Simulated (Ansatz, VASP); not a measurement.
## ZnS: VASP beside Ansatz

```
CELL_PARAMETERS angstrom
3.67676 0.00000 0.00000
0.00000 3.67676 0.00000
0.00000 0.00000 6.03326
ATOMIC_POSITIONS crystal
Zn 0.50000 0.50000 0.25000
Zn 0.50000 0.50000 0.75000
S 0.00000 0.50000 0.00000
S 0.50000 0.00000 0.50000
```

Change from the starting cell: ordered vacancies on the cation sites of antifluorite (P4_2/mmc, No. 131).

Alike in both runs: functional PBE; k mesh 6 × 6 × 4; occupations gaussian, width 0.1 eV; no spin polarisation.

Ansatz relaxed the structure, and its values are those at the end. VASP's run is a single point on that final structure, the one shown.

|  | VASP | Ansatz |
| --- | --- | --- |
| version | VASP 6.6.1 | Ansatz 0.2.0 |
| potentials or method | VASP PAW PBE potentials, release 64 (Zn, S), cutoff 520 eV | scalar-relativistic, plane waves, PAW |
| valence electrons in the cell | 36 | 36 |

|  | VASP | Ansatz | Ansatz less VASP |
| --- | --- | --- | --- |
| gap on the k mesh at the Fermi level (eV) | none | none | - |
| pressure (GPa) | 0.0 | -0.2 | -0.14 |

A gap of «none» marks a metal or a gap that the smearing closes.
